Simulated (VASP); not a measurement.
# SnPb2O3 (P-4m2) in VASP: notebook, part 2 of 2

VASP 6.6.1. Earlier steps stand in the parts before.

## 3. Relaxation of cell and atoms, PBE

This run uses another cell than the first one, of 19.76 Å³/atom.

Input file INCAR:

```
PREC = Accurate ; ENCUT = 600
EDIFF = 1E-6 ; ISMEAR = 0
SIGMA = 0.1 ; LREAL = F
LASPH = T ; NELM = 60
ALGO = Normal ; ISIF = 3
LWAVE = F ; LCHARG = F
GGA = PE ; IBRION = 2
NSW = 90 ; EDIFFG = -0.04
```

Input file KPOINTS:

```
regular mesh
0
Gamma
  4 4 2
```

Input file POSCAR:

```
SnPb2O3
1.0
    3.7756642600      0.0000000000      0.0000000000
    0.0000000000      3.7756642600      0.0000000000
    0.0000000000      0.0000000000      8.3181428600
Sn Pb O
1 2 3
Direct
    0.0000000000      0.0000000000      0.0000000000
    0.0000000000      0.5000000000      0.7315000300
    0.5000000000      0.0000000000      0.2684999700
    0.0000000000      0.5000000000      0.3835000100
    0.5000000000      0.0000000000      0.6164999900
    0.5000000000      0.5000000000      0.0000000000
```

Potentials or basis: VASP PAW PBE potentials, release 64 (Sn_d, Pb_d, O).

Launch:

```bash
cat potpaw_PBE.64/Sn_d/POTCAR potpaw_PBE.64/Pb_d/POTCAR potpaw_PBE.64/O/POTCAR > POTCAR
mpirun -np 1 vasp_std > vasp.out
```

OUTCAR:

```text
PREC = Accurate
   ENCUT = 600
   EDIFF = 1E-6
   ISMEAR = 0
   LREAL = F
   LASPH = T
   NELM = 60
   ISIF = 3
   GGA = PE
   IBRION = 2
   NSW = 90
   EDIFFG = -0.04

 ion  position               nearest neighbor table
   1  0.000  0.000  0.000-   6 2.67   6 2.67   6 2.67   6 2.67   3 2.92   3 2.92   2 2.92   2 2.92

   2  0.000  0.500  0.732-   5 2.84   5 2.84   5 2.84   5 2.84   4 2.89   1 2.92   6 2.92   6 2.92
                             1 2.92
   3  0.500  0.000  0.268-   4 2.84   4 2.84   4 2.84   4 2.84   5 2.89   6 2.92   1 2.92   6 2.92
                             1 2.92
   4  0.000  0.500  0.384-   3 2.84   3 2.84   3 2.84   3 2.84   2 2.89
   5  0.500  0.000  0.616-   2 2.84   2 2.84   2 2.84   2 2.84   3 2.89
   6  0.500  0.500  0.000-   1 2.67   1 2.67   1 2.67   1 2.67   3 2.92   3 2.92   2 2.92   2 2.92

  LATTYP: Found a simple tetragonal cell.
 ALAT       =     3.7756642600
 C/A-ratio  =     2.2030938895

  Lattice vectors:
[... 292 lines left out ...]

[... ionic steps 4 to 14 ...]

--------------------------------------- Ionic step       15  -------------------------------------------

 number of electron      60.0000000 magnetization

------------------------ aborting loop because EDIFF is reached ----------------------------------------
[... 75 lines left out ...]
--------------------------------------- Ionic step       17  -------------------------------------------

 number of electron      60.0000001 magnetization

 Free energy of the ion-electron system (eV)
  ---------------------------------------------------
  ext. energy  EPLUGINS =         0.00000000
  ---------------------------------------------------
  free energy    TOTEN  =       -31.31750973 eV

  energy without entropy =      -31.31464537  energy(sigma->0) =      -31.31607755

 E-fermi :   6.1952     XC(G=0): -10.1293

 val. band max:        6.0785106991   @ k =   0.5000   0.0000   0.0000
 cond. band min:       6.3212617413   @ k =   0.5000   0.2500   0.0000
 fundamental gap:      0.2427510421
 Fermi energy:         6.1952228704

 k-point     1 :       0.0000    0.0000    0.0000
  band No.  band energies     occupation
      1     -15.7108      2.00000
      2     -15.5675      2.00000
      3     -15.5624      2.00000
      4     -15.5624      2.00000
      5     -15.4168      2.00000
      6     -12.5488      2.00000
[... 490 lines left out ...]
  FREE ENERGIE OF THE ION-ELECTRON SYSTEM (eV)
  ---------------------------------------------------
  free  energy   TOTEN  =       -31.3175097266 eV

  energy  without entropy=      -31.3146453669  energy(sigma->0) =      -31.31607755

 reached required accuracy - stopping structural energy minimisation
```

It took 11 min on 1 thread of Intel Xeon Platinum 8488C (Sapphire Rapids), shared host; peak memory 0.28 GiB.

Results:

```
Free energy                           : -31.3175 eV
Relaxed volume                        : 18.91 Å³/atom
Relaxed cell                          : a = 3.464 Å, b = 3.464 Å, c = 9.451 Å, α = 90.00°, β = 90.00°, γ = 90.00°
Space group after relaxing (to 0.1 Å) : P-4m2 (No. 115)
Energy gained by relaxing             : 682.4 meV/atom
Ionic steps                           : 17
Pressure after relaxing               : 0.1 GPa
Largest force after relaxing          : 0.025 eV/Å
Band gap on the k mesh                : 0.24 eV (least direct gap 0.74 eV)
```

Forces in eV/Å, atoms in the order of the input:
```
Sn   0.000  0.000  0.000
Pb   0.000  0.000  0.025
Pb   0.000  0.000 -0.025
O    0.000  0.000  0.014
O    0.000  0.000 -0.014
O    0.000  0.000  0.000
```

Stress tensor (GPa, compression positive):
```
0.03 0.00 0.00
0.00 0.03 0.00
0.00 0.00 0.23
```

Step by step:
```tsv
step	energy change (eV)	largest force (eV/Å)	pressure (GPa)	volume (Å³)
1	0.0000	4.2578	-7.64	118.58
2	-2.4442	3.3311	-1.70	103.01
3	-2.9952	1.7354	10.53	93.27
4	-3.6884	0.9948	4.11	101.80
5	-3.7177	1.0443	3.10	104.78
6	-3.8253	0.7393	-2.95	110.60
7	-3.8321	0.8029	-1.89	109.39
8	-3.9373	0.5026	-0.94	108.11
9	-3.9817	0.0558	0.45	106.66
10	-4.0348	0.2192	0.82	107.05
11	-4.0455	0.3397	1.23	107.30
12	-4.0721	0.4168	-0.59	111.06
13	-4.0735	0.4405	-1.01	112.05
14	-4.0916	0.1160	-0.16	112.64
15	-4.0935	0.0306	0.23	112.89
16	-4.0935	0.0400	0.23	112.91
17	-4.0943	0.0251	0.10	113.43
```

Final structure:
```cif
data_structure
_symmetry_space_group_name_H-M 'P 1'
_symmetry_Int_Tables_number 1
_cell_length_a 3.4643
_cell_length_b 3.4643
_cell_length_c 9.4514
_cell_angle_alpha 90.000
_cell_angle_beta 90.000
_cell_angle_gamma 90.000
_cell_volume 113.43
loop_
_atom_site_label
_atom_site_type_symbol
_atom_site_fract_x
_atom_site_fract_y
_atom_site_fract_z
_atom_site_occupancy
Sn1 Sn 0.00000 0.00000 0.00000 1
Pb1 Pb 0.00000 0.50000 0.65036 1
Pb2 Pb 0.50000 0.00000 0.34964 1
O1 O 0.00000 0.50000 0.40882 1
O2 O 0.50000 0.00000 0.59118 1
O3 O 0.50000 0.50000 0.00000 1
```

Levels at points of the mesh, in eV from the valence-band top:
| k point | band 28 | band 29 | band 30 | band 31 | band 32 | band 33 |
| --- | --- | --- | --- | --- | --- | --- |
| (0.00, 0.00, 0.00) | -2.61 | -2.61 | -1.00 | 1.08 | 3.46 | 5.34 |
| (0.50, 0.00, 0.00) | -1.88 | -1.23 | 0.00 | 0.74 | 0.89 | 1.73 |
| (0.50, 0.50, 0.00) | -2.35 | -2.35 | -2.24 | 1.15 | 3.85 | 4.11 |
| (0.00, 0.00, 0.50) | -2.60 | -2.60 | -1.04 | 1.32 | 2.74 | 5.32 |
| (0.50, 0.00, 0.50) | -1.56 | -1.42 | -0.02 | 0.78 | 0.84 | 1.84 |
| (0.50, 0.50, 0.50) | -2.40 | -2.40 | -2.26 | 1.20 | 3.63 | 3.69 |

Caveat: spin-orbit coupling is left out, which moves the levels of the heavy elements.

## 4. Relaxation of cell and atoms, PBE

This run uses another cell than the first one, of 19.03 Å³/atom.

Input file INCAR:

```
SYSTEM = SnPb2O3
ALGO     = Normal         ! electronic algorithm
EDIFF    = 1E-7           ! SCF threshold, eV
EDIFFG   = -0.04          ! ionic threshold
ENCUT    = 600            ! plane-wave cutoff, eV
GGA      = PE             ! functional
IBRION   = 2              ! ionic algorithm
ISIF     = 3              ! what is computed and relaxed
ISMEAR   = 0              ! smearing method
LASPH    = .True.         ! aspherical terms in the spheres
LCHARG   = .False.        ! write CHGCAR
LREAL    = .False.        ! projectors in reciprocal space
LWAVE    = .False.        ! write WAVECAR
NELM     = 100            ! most SCF steps
NSW      = 90             ! ionic steps
PREC     = Accurate       ! precision mode
SIGMA    = 0.1            ! smearing width, eV
```

Input file KPOINTS:

```
k-points
0
Gamma
  6 6 2
  0 0 0
```

Input file POSCAR:

```
SnPb2O3
1.0
    3.4629245171      0.0000000000      0.0000000000
    0.0000000000      3.4629245171      0.0000000000
    0.0000000000      0.0000000000      9.5230200936
Sn Pb O
1 2 3
Direct
    0.0000000000      0.0000000000      0.0000000000
    0.0000000000      0.5000000000      0.6492854850
    0.5000000000      0.0000000000      0.3507145150
    0.0000000000      0.5000000000      0.4095960614
    0.5000000000      0.0000000000      0.5904039386
    0.5000000000      0.5000000000      0.0000000000
```

Launch:

```bash
cat potpaw_PBE.64/Sn_d/POTCAR potpaw_PBE.64/Pb_d/POTCAR potpaw_PBE.64/O/POTCAR > POTCAR
mpirun -np 1 vasp_std > vasp.out
```

It took 3.6 min on 1 thread of Intel Xeon Platinum 8488C (Sapphire Rapids), shared host; peak memory 0.3 GiB.

It converged, with:

```
Free energy                           : -31.2863 eV
Relaxed volume                        : 19.15 Å³/atom
Relaxed cell                          : a = 3.468 Å, b = 3.468 Å, c = 9.552 Å, α = 90.00°, β = 90.00°, γ = 90.00°
Space group after relaxing (to 0.1 Å) : P-4m2 (No. 115)
Energy gained by relaxing             : 0.2 meV/atom
Ionic steps                           : 4
Pressure after relaxing               : 0.0 GPa
Largest force after relaxing          : 0.037 eV/Å
Band gap on the k mesh                : 0.14 eV (least direct gap 0.71 eV)
```

Forces on the atoms (eV/Å):
```
Sn   0.000  0.000  0.000
Pb   0.000  0.000 -0.037
Pb   0.000  0.000  0.037
O    0.000  0.000  0.026
O    0.000  0.000 -0.026
O    0.000  0.000  0.000
```

Stress tensor (GPa, compression positive):
```
-0.04  0.00  0.00
 0.00 -0.04  0.00
 0.00  0.00  0.14
```

Step by step:
| step | energy change (eV) | largest force (eV/Å) | pressure (GPa) | volume (Å³) |
| --- | --- | --- | --- | --- |
| 1 | 0.0000 | 0.0357 | 0.45 | 114.20 |
| 2 | -0.0006 | 0.0805 | -0.21 | 115.08 |
| 3 | -0.0009 | 0.0401 | 0.01 | 114.77 |
| 4 | -0.0012 | 0.0373 | 0.02 | 114.89 |

Final structure:
```yaml
crystal:
  lattice:
    - [3.46804, 0.00000, 0.00000]
    - [0.00000, 3.46804, 0.00000]
    - [0.00000, 0.00000, 9.55217]
  atoms:
    - { symbol: Sn, position: [0.00000, 0.00000, 0.00000] }
    - { symbol: Pb, position: [0.00000, 0.50000, 0.64923] }
    - { symbol: Pb, position: [0.50000, 0.00000, 0.35077] }
    - { symbol: O, position: [0.00000, 0.50000, 0.40981] }
    - { symbol: O, position: [0.50000, 0.00000, 0.59019] }
    - { symbol: O, position: [0.50000, 0.50000, 0.00000] }
```

Levels at points of the mesh, in eV from the valence-band top:
```csv
k point,band 27,band 28,band 29,band 30,band 31,band 32,band 33,band 34
"(0.00, 0.00, 0.00)",-3.27,-2.65,-2.65,-1.06,1.05,3.33,5.14,6.87
"(0.50, 0.00, 0.00)",-2.39,-1.91,-1.28,0.00,0.71,0.87,1.66,2.35
"(0.50, 0.50, 0.00)",-4.05,-2.40,-2.40,-2.20,1.15,3.75,4.03,4.07
"(0.00, 0.00, 0.50)",-3.04,-2.64,-2.64,-1.11,1.28,2.61,5.17,6.61
"(0.50, 0.00, 0.50)",-2.34,-1.62,-1.47,-0.01,0.75,0.80,1.77,2.08
"(0.50, 0.50, 0.50)",-3.92,-2.45,-2.45,-2.21,1.21,3.55,3.59,4.02
```

Caveat: spin-orbit coupling is left out, which moves the levels of the heavy elements. A k mesh can miss the band edges.

## 5. Single point, PBE

This run uses another cell than the first one, of 19.57 Å³/atom.

Input file INCAR:

```
SYSTEM = SnPb2O3
ALGO = Normal
EDIFF = 1E-6
ENCUT = 520
GGA = PE
ISIF = 2
ISMEAR = 0
LASPH = .TRUE.
LCHARG = .FALSE.
LREAL = .FALSE.
LWAVE = .FALSE.
NBANDS = 39
NELM = 80
PREC = Accurate
SIGMA = 0.01
```

Input file KPOINTS:

```
k-points
0
G
  10 10 4
  0 0 0
```

Input file POSCAR:

```
SnPb2O3
1.0
    3.4670901425      0.0000000000      0.0000000000
    0.0000000000      3.4670901425      0.0000000000
    0.0000000000      0.0000000000      9.7702391150
Sn Pb O
1 2 3
Direct
    0.0000000000      0.0000000000      0.0000000000
    0.0000000000      0.5000000000      0.6458160687
    0.5000000000      0.0000000000      0.3541839313
    0.0000000000      0.5000000000      0.4127852345
    0.5000000000      0.0000000000      0.5872147655
    0.5000000000      0.5000000000      0.0000000000
```

Launch:

```bash
cat potpaw_PBE.64/Sn_d/POTCAR potpaw_PBE.64/Pb_d/POTCAR potpaw_PBE.64/O/POTCAR > POTCAR
mpirun -np 1 vasp_std > vasp.out
```

It took 3.2 min on 1 thread of Intel Xeon Platinum 8488C (Sapphire Rapids), shared host; peak memory 0.4 GiB.

Results (log left out):

```yaml
Free_energy: -31.2797 eV
Pressure: 0.0 GPa
Largest_force: 0.026 eV/Å
Band_gap_on_the_k_mesh: 0.15 eV (least direct gap 0.50 eV)
```

Forces in eV/Å, atoms in the order of the input:
```
Sn   0.000  0.000  0.000
Pb   0.000  0.000  0.026
Pb   0.000  0.000 -0.026
O    0.000  0.000 -0.013
O    0.000  0.000  0.013
O    0.000  0.000  0.000
```

Stress tensor (GPa, compression positive):
```
-0.02  0.00  0.00
 0.00 -0.02  0.00
 0.00  0.00  0.06
```

Levels at points of the mesh, in eV from the valence-band top:
```
           k point  band 26  band 27  band 28  band 29  band 30  band 31  band 32  band 33  band 34  band 35
(0.00, 0.00, 0.00)    -3.28    -3.28    -2.68    -2.68    -1.14     1.01     3.14     4.80     6.92     6.92
(0.50, 0.00, 0.00)    -2.47    -2.40    -1.91    -1.37     0.00     0.64     0.82     1.57     2.17     4.99
(0.50, 0.50, 0.00)    -4.11    -4.07    -2.46    -2.46    -2.21     1.21     3.62     3.94     3.95     4.14
(0.00, 0.00, 0.50)    -3.28    -3.17    -2.68    -2.68    -1.20     1.21     2.44     4.94     6.65     6.65
(0.50, 0.00, 0.50)    -2.40    -2.39    -1.67    -1.52     0.00     0.71     0.72     1.68     1.94     4.97
(0.50, 0.50, 0.50)    -4.06    -3.98    -2.49    -2.49    -2.22     1.27     3.46     3.46     4.04     4.04
```

Caveat: spin-orbit coupling is left out, which moves the levels of the heavy elements. A k mesh can miss the band edges.

## 6. Summary

```csv
task,cell,k mesh,cutoff (eV),smearing,gap on the mesh (eV),pressure (GPa),relaxed volume (Å³/atom),largest force (eV/Å)
single point,"a = 3.467, b = 3.467, c = 9.716 Å, 6 atoms, atomic positions A",6 × 6 × 2,520,gaussian 0.1 eV,0.15,0.1,-,0.07
relaxation of cell and atoms,"relaxed from a = 3.776, b = 3.776, c = 8.318 Å, 6 atoms, atomic positions B",4 × 4 × 2,600,gaussian 0.1 eV,0.24,0.1,18.91,0.03
relaxation of cell and atoms,"relaxed from a = 3.463, b = 3.463, c = 9.523 Å, 6 atoms, atomic positions C",6 × 6 × 2,600,gaussian 0.1 eV,0.14,0.0,19.15,0.04
single point,"a = 3.467, b = 3.467, c = 9.770 Å, 6 atoms, atomic positions D",10 × 10 × 4,520,gaussian 0.01 eV,0.15,0.0,-,0.03
```

Alike in all rows: level PBE; potentials or basis VASP PAW PBE potentials, release 64 (Sn_d, Pb_d, O); no spin polarisation.

Caveats: spin-orbit coupling is left out, which moves the levels of the heavy elements.

Absolute energies hang on the potentials; compare differences alone.
